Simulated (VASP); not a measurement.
A run of VASP 6.6.1:

File INCAR:

```
PREC = Accurate ; ENCUT = 520
EDIFF = 1E-6 ; ISMEAR = 0
SIGMA = 0.05 ; LREAL = False
LASPH = True ; NELM = 150
ALGO = Normal ; ISIF = 2
LWAVE = False ; LCHARG = False
LMAXMIX = 4 ; LDAU = True
LDAUTYPE = 2 ; LDAUL = 2 -1
LDAUU = 4 0 ; LDAUJ = 0 0
LDAUPRINT = 1 ; GGA = PE
NBANDS = 33
```

File KPOINTS:

```
regular mesh
0
Gamma
  6 6 10
```

POSCAR

```
TiO2
1.0
    4.4547671155      0.0000000000      0.0000000000
    0.0000000000      4.4547671155      0.0000000000
    0.0000000000      0.0000000000      2.8861283248
Ti O
2 4
Direct
    0.0000000000      0.0000000000      0.0000000000
    0.5000000000      0.5000000000      0.5000000000
    0.3056475955      0.3056475955      0.0000000000
    0.1943524045      0.8056475955      0.5000000000
    0.6943524045      0.6943524045      0.0000000000
    0.8056475955      0.1943524045      0.5000000000
```

Potentials or basis: VASP PAW PBE potentials, release 64 (Ti_sv, O).

Command:

```bash
$ cat potpaw_PBE.64/Ti_sv/POTCAR potpaw_PBE.64/O/POTCAR > POTCAR
$ mpirun -np 1 vasp_std > vasp.out
```

Hardware: 1 thread of Intel Xeon 8259CL (shared host).

Q: Estimate the wall time of this run.

A: Wall time 2.8 min on 1 thread of Intel Xeon 8259CL (shared host), peak memory 0.23 GiB. Counts: scf iterations 16, k points 60.
